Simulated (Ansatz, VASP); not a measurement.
# AlN: VASP beside Ansatz

```
CELL_PARAMETERS angstrom
0.00000 2.18399 2.18399
2.18399 0.00000 2.18399
2.18399 2.18399 0.00000
ATOMIC_POSITIONS crystal
Al 0.00000 0.00000 0.00000
N 0.25000 0.25000 0.25000
```

Alike in both runs: task single point; functional PBE; k mesh 5 × 5 × 5; occupations fermi-dirac, width 0.02 eV; no spin polarisation.

|  | VASP | Ansatz |
| --- | --- | --- |
| version | VASP 6.6.1 | Ansatz 0.2.0 |
| potentials or method | VASP PAW PBE potentials, release 64 (Al, N), cutoff 520 eV | all-electron LAPW, scalar-relativistic |

```tsv
	VASP	Ansatz	Ansatz less VASP
gap on the k mesh at the Fermi level (eV)	3.89	3.89	0.000
least direct gap on the mesh (eV)	4.19	4.19	-0.004
pressure (GPa)	4.6	4.8	+0.18
```

Ansatz ran all-electron here, and VASP with PAW potentials.

The k mesh is coarse, so the values compare programs but aren't converged.
